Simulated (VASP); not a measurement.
Input of a VASP 6.6.1 run:

File INCAR:

```
ALGO = Normal ; EDIFF = 1E-7
ENCUT = 520 ; GGA = CA
ISIF = 2 ; ISMEAR = 0
LASPH = True ; LCHARG = True
LELF = True ; LREAL = False
LVHAR = True ; LWAVE = False
NBANDS = 9 ; NELM = 100
PREC = Accurate ; SIGMA = 0.01
```

KPOINTS

```
k-points
0
Gamma
  10 10 10
```

POSCAR

```
LiH
1.0
    0.0000000000      1.9544546344      1.9544546344
    1.9544546344      0.0000000000      1.9544546344
    1.9544546344      1.9544546344      0.0000000000
Li H
1 1
Direct
    0.0025582584      0.0025582584      0.0025582584
    0.5000000000      0.5000000000      0.5000000000
```

Potentials or basis: VASP PAW LDA potentials, release 64 (Li_sv, H).

Launch:

```sh
$ cat potpaw_LDA.64/Li_sv/POTCAR potpaw_LDA.64/H/POTCAR > POTCAR
$ mpirun -np 1 vasp_std > vasp.out
```

Question: Estimate the band gap on the k mesh.

Answer: 2.53 eV, direct.

Question: What does it give for the largest force?

Answer: 0.024 eV/Å.

Forces in eV/Å, atoms in the order of the input:
```
Li  -0.014 -0.014 -0.014
H    0.014  0.014  0.014
```

Caveat: the cell differs from its parent crystal (atom 1 moved by [0.01, 0.01, 0.01] A). A k mesh can miss the band edges.
